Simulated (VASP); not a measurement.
# HfMg3 (Pm-3m) in VASP: single point with LDA

Aim: the single point of HfMg3 with LDA.

All numbers are computed with VASP 6.6.1; they aren't measurements. Logs are shortened: lines on timing, memory, paths and dates and some standing lists are left out, and cuts for length are marked.

## (1) The cell of the first run

It takes space group Pm-3m (No. 221, cubic). Conventional cell: a = 4.433 Å, b = 4.433 Å, c = 4.433 Å, α = 90.00°, β = 90.00°, γ = 90.00°. Within 4.1 Å of Mg (site symmetry 4/mmm) lie 8 Mg at 3.13 Å and 4 Hf at 3.13 Å. Hf (site symmetry m-3m) has 12 Mg at 3.13 Å within 4.1 Å.

## (2) Single point, LDA

Contents of INCAR:

```
PREC = Accurate ; ENCUT = 600
EDIFF = 1E-6 ; ISMEAR = -1
SIGMA = 0.05 ; LREAL = F
LASPH = T ; NELM = 120
ALGO = Normal ; ISIF = 2
LWAVE = F ; LCHARG = F
NBANDS = 16 ; GGA_COMPAT = F
```

Contents of KPOINTS:

```
Automatic mesh
0
Gamma
  5 5 5
```

Contents of POSCAR:

```
HfMg3
1.0
    4.4333760000      0.0000000000      0.0000000000
    0.0000000000      4.4333760000      0.0000000000
    0.0000000000      0.0000000000      4.4333760000
Mg Hf
3 1
Direct
    0.5000000000      0.5000000000      0.0000000000
    0.5000000000      0.0000000000      0.5000000000
    0.0000000000      0.5000000000      0.5000000000
    0.0000000000      0.0000000000      0.0000000000
```

Potentials or basis: VASP PAW LDA potentials, release 64 (Mg, Hf_pv).

Command:

```console
$ cat potpaw_LDA.64/Mg/POTCAR potpaw_LDA.64/Hf_pv/POTCAR > POTCAR
$ mpirun -np 1 vasp_std > vasp.out
```

OUTCAR:

```text
PREC = Accurate
   ENCUT = 600
   EDIFF = 1E-6
   ISMEAR = -1
   LREAL = F
   LASPH = T
   NELM = 120
   ISIF = 2

 ion  position               nearest neighbor table
   1  0.500  0.500  0.000-   2 3.13   3 3.13   4 3.13   2 3.13   3 3.13   2 3.13   4 3.13   2 3.13
                             3 3.13   4 3.13   3 3.13   4 3.13
   2  0.500  0.000  0.500-   1 3.13   3 3.13   4 3.13   1 3.13   4 3.13   1 3.13   3 3.13   1 3.13
                             3 3.13   4 3.13   4 3.13   3 3.13
   3  0.000  0.500  0.500-   1 3.13   2 3.13   4 3.13   1 3.13   4 3.13   2 3.13   4 3.13   4 3.13
                             1 3.13   2 3.13   1 3.13   2 3.13
   4  0.000  0.000  0.000-   1 3.13   2 3.13   3 3.13   2 3.13   3 3.13   1 3.13   3 3.13   3 3.13
                             1 3.13   2 3.13   2 3.13   1 3.13

  LATTYP: Found a simple cubic cell.
 ALAT       =     4.4333760000

  Lattice vectors:

 A1 = (   4.4333760000,   0.0000000000,   0.0000000000)
 A2 = (   0.0000000000,   4.4333760000,   0.0000000000)
 A3 = (   0.0000000000,   0.0000000000,   4.4333760000)

Analysis of symmetry for initial positions (statically):
=====================================================================
 Subroutine PRICEL returns:
 Original cell was already a primitive cell.

 Routine SETGRP: Setting up the symmetry group for a
 simple cubic supercell.

 Subroutine GETGRP returns: Found 48 space group operations
 (whereof 48 operations were pure point group operations)
 out of a pool of 48 trial point group operations.

The static configuration has the point symmetry O_h .

Analysis of symmetry for dynamics (positions and initial velocities):
=====================================================================
 Subroutine PRICEL returns:
 Original cell was already a primitive cell.

 Routine SETGRP: Setting up the symmetry group for a
 simple cubic supercell.

 Subroutine GETGRP returns: Found 48 space group operations
 (whereof 48 operations were pure point group operations)
 out of a pool of 48 trial point group operations.

The dynamic configuration has the point symmetry O_h .

 Subroutine INISYM returns: Found 48 space group operations
 (whereof 48 operations are pure point group operations),
 and found     1 'primitive' translations

----------------------------------------------------------------------------------------

                                     Primitive cell

  volume of cell :      87.1372

  direct lattice vectors                    reciprocal lattice vectors
[... 78 lines left out ...]
   EDIFFG = 0.1E-04   stopping-criterion for IOM
   NSW    =      0    number of steps for IOM
   IBRION =     -1    ionic relax: 0-MD 1-quasi-New 2-CG
   NFREE  =      0    steps in history (QN), initial steepest desc. (CG)
   ISIF   =      2    stress and relaxation
   ISYM   =      2    0-nonsym 1-usesym 2-fastsym
   POTIM  = 0.5000    time-step for ionic-motion
   TEBEG  =    0.0;   TEEND  =   0.0 temperature during run
   PSTRESS=    0.0 pullay stress
   NELECT =      16.0000    total number of electrons
   NUPDOWN=      -1.0000    fix difference up-down
   EMIN   =  10.00;   EMAX   =-10.00  energy-range for DOS
   EFERMI =   0.00;   METHOD = LEGACY
   ISMEAR =    -1;   SIGMA  =   0.05  broadening in eV -4-tet -1-fermi 0-gaus
   EFERMI_NEDOS =   21; number of points for ismear=-14 and -15
   IALGO  =     38    algorithm
   IMIX   =      4    mixing-type and parameters
     AMIX     =   0.40;   BMIX     =  1.00
     AMIX_MAG =   1.60;   BMIX_MAG =  1.00
  volume/ion in A,a.u.               =      21.78       147.01
  Fermi-wavevector in a.u.,A,eV,Ry     =   0.930494  1.758379 11.780185  0.865819
  Thomas-Fermi vector in A             =   2.056888
   LORBIT       =      0    0 simple, 1 ext, 2 COOP (PROOUT), +10 PAW based schemes
   GGA     = CA    functional components
   LHFCALC =     F    Hartree Fock is set to
   AEXX    =    0.0000 exact exchange contribution
   IVDW    =     0    specifies the selected vdW correction
   LEPSILON=     F    determine dielectric tensor
   LRPA    =     F    only Hartree local field effects (RPA)
 non-spin polarized calculation
  energy-cutoff  :      600.00
  volume of cell :       87.14
 maximum number of plane-waves:      2945
 NGX is ok and might be reduce to    36
   NGX = 17   NGY = 17   NGZ = 17

 number of electron      16.0000000 magnetization

 Free energy of the ion-electron system (eV)
  ---------------------------------------------------
  ext. energy  EPLUGINS =         0.00000000
  ---------------------------------------------------
  free energy    TOTEN  =       -15.56998382 eV

  energy without entropy =      -15.53425517  energy(sigma->0) =      -15.55211950

 E-fermi :   2.9088     XC(G=0):  -9.5845

 val. band max:        2.8138175867   @ k =   0.4000   0.4000   0.2000
 cond. band min:       2.9435334611   @ k =   0.4000   0.2000   0.2000
 fundamental gap:      0.1297158744
 Fermi energy:         2.9087625858

 k-point     1 :       0.0000    0.0000    0.0000
  band No.  band energies     occupation
      1     -27.9255      2.00000
      2     -27.9255      2.00000
      3     -27.9255      2.00000
      4      -3.9360      2.00000
      5       1.7026      2.00000
      6       1.7026      2.00000
[... 167 lines left out ...]
      3     -27.9336      2.00000
      4      -0.3185      2.00000
      5       0.7560      2.00000
      6       0.7560      2.00000
[... 8 lines left out ...]
     15       7.8611      0.00000
     16       8.0273      0.00000

------------------------ aborting loop because EDIFF is reached ----------------------------------------

  FORCE on cell =-STRESS in cart. coord.  units (eV):
  Direction    XX          YY          ZZ          XY          YZ          ZX
  --------------------------------------------------------------------------------------
  -------------------------------------------------------------------------------------
  Total       -2.1015511     -2.1015511     -2.1015511      0.0000000     -0.0000000      0.0000000
  in kB      -38.6408647    -38.6408647    -38.6408647      0.0000000     -0.0000000      0.0000000
  external PRESSURE =     -38.6408647 kB  Pullay stress =       0.0000000 kB

 VOLUME and BASIS-vectors are now :
 -----------------------------------------------------------------------------
  energy-cutoff  :      600.00
  volume of cell :       87.14
      direct lattice vectors                 reciprocal lattice vectors
     4.433376000  0.000000000  0.000000000     0.225561739  0.000000000  0.000000000
     0.000000000  4.433376000  0.000000000     0.000000000  0.225561739  0.000000000
     0.000000000  0.000000000  4.433376000     0.000000000  0.000000000  0.225561739

 POSITION                                       TOTAL-FORCE (eV/Angst)
 -----------------------------------------------------------------------------------
      2.21669      2.21669      0.00000         0.000000      0.000000      0.000000
      2.21669      0.00000      2.21669         0.000000      0.000000      0.000000
      0.00000      2.21669      2.21669         0.000000      0.000000      0.000000
      0.00000      0.00000      0.00000         0.000000      0.000000      0.000000
 -----------------------------------------------------------------------------------
    total drift:                                0.000000     -0.000000     -0.000000

  FREE ENERGIE OF THE ION-ELECTRON SYSTEM (eV)
  ---------------------------------------------------
  free  energy   TOTEN  =       -15.5699838202 eV

  energy  without entropy=      -15.5342551743  energy(sigma->0) =      -15.55211950
```

OSZICAR:

```text
N       E                     dE             d eps       ncg     rms          rms(c)
DAV:   1     0.285583447728E+02    0.28558E+02   -0.73297E+03   328   0.901E+02
DAV:   2    -0.146047342829E+02   -0.43163E+02   -0.40514E+02   424   0.172E+02
DAV:   3    -0.161761397987E+02   -0.15714E+01   -0.15451E+01   424   0.211E+01
DAV:   4    -0.161951465707E+02   -0.19007E-01   -0.18984E-01   392   0.281E+00
DAV:   5    -0.161954265196E+02   -0.27995E-03   -0.27993E-03   432   0.304E-01    0.324E+01
DAV:   6    -0.156649391990E+02    0.53049E+00   -0.10242E+00   320   0.469E+00    0.211E+01
DAV:   7    -0.155739406923E+02    0.90999E-01   -0.29537E-01   416   0.266E+00    0.142E+00
DAV:   8    -0.155703837337E+02    0.35570E-02   -0.12992E-02   384   0.650E-01    0.415E-01
DAV:   9    -0.155699941846E+02    0.38955E-03   -0.20506E-03   392   0.258E-01    0.187E-01
DAV:  10    -0.155699887120E+02    0.54725E-05   -0.41206E-05   416   0.319E-02    0.215E-02
DAV:  11    -0.155699838645E+02    0.48475E-05   -0.53797E-06   384   0.141E-02    0.298E-03
DAV:  12    -0.155699838202E+02    0.44313E-07   -0.16158E-07   272   0.275E-03
   1 F= -.15569984E+02 E0= -.15552119E+02  d E =-.357286E-01
```

stdout:

```text
POSCAR found type information on POSCAR MgHf
 POSCAR found :  2 types and       4 ions
 scaLAPACK will be used
 LDA part: xc-table for (Slater(with rela. corr.)+CA(PZ))
 , standard interpolation
 POSCAR, INCAR and KPOINTS ok, starting setup
 FFT: planning ... GRIDC
 FFT: planning ... GRID_SOFT
 FFT: planning ... GRID
 WAVECAR not read
 entering main loop
```

Wall time 12 s (1 thread of Intel Xeon Platinum 8259CL at 2.50GHz (Skylake/Cascade Lake), shared host); peak memory 0.17 GiB.

What came out:

- Free energy: -15.5700 eV
- Pressure: -3.9 GPa
- Band gap on the k mesh: zero (bands 8 and 9 overlap by 1.30 eV)

Levels at points of the mesh, in eV from the Fermi level:
```csv
k point,band 5,band 6,band 7,band 8,band 9,band 10
"(0.00, 0.00, 0.00)",-1.21,-1.21,0.64,0.64,0.64,1.22
```

Caveat: the cell stands under tension; spin-orbit coupling is left out, which moves the levels of the heavy elements.
